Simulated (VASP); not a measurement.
Wanted: the native input for a VASP 6.6.1 run.

```yaml
Task: single point
Functional: LDA
Potentials_or_basis: VASP PAW LDA potentials, release 64 (Pt)
Cutoff: 520 eV
k_mesh: 13 × 13 × 13
Occupations: gaussian, width 0.05 eV
Spin: no spin polarisation
Dipole_correction: no
Further_INCAR_settings: ALGO = Normal; EDIFF = 1e-06; NBANDS = 11
```

The structure of Pt lies in POSCAR:

```
Pt
1.0
   -1.5091430588      1.5091430588      1.5091430588
    1.5091430588     -1.5091430588      1.5091430588
    1.5091430588      1.5091430588     -1.5091430588
Pt
1
Direct
    0.0000000000      0.0000000000      0.0000000000
```

The input as run:

INCAR

```
PREC = Accurate
ENCUT = 520
EDIFF = 1E-6
ISMEAR = 0
SIGMA = 0.05
LREAL = False
LASPH = True
NELM = 80
ALGO = Normal
ISIF = 2
LWAVE = False
LCHARG = False
GGA = CA
NBANDS = 11
```

KPOINTS

```
regular mesh
0
Gamma
  13 13 13
```

Potentials or basis: VASP PAW LDA potentials, release 64 (Pt).

Run with:

```console
$ cat potpaw_LDA.64/Pt/POTCAR > POTCAR
$ mpirun -np 1 vasp_std > vasp.out
```

It gave:

```json
{
  "Pressure": "31.1 GPa",
  "Band gap on the k mesh": "zero (band 5 reaches 13.96 eV, above the bottom of band 6 at 11.32 eV)"
}
```

Caveat: spin-orbit coupling is left out, which moves the levels of the heavy elements.

Wall time 21 s on 1 thread of AMD EPYC 7R43 64-Core Processor (Zen 3) (shared host), peak memory 0.09 GiB.
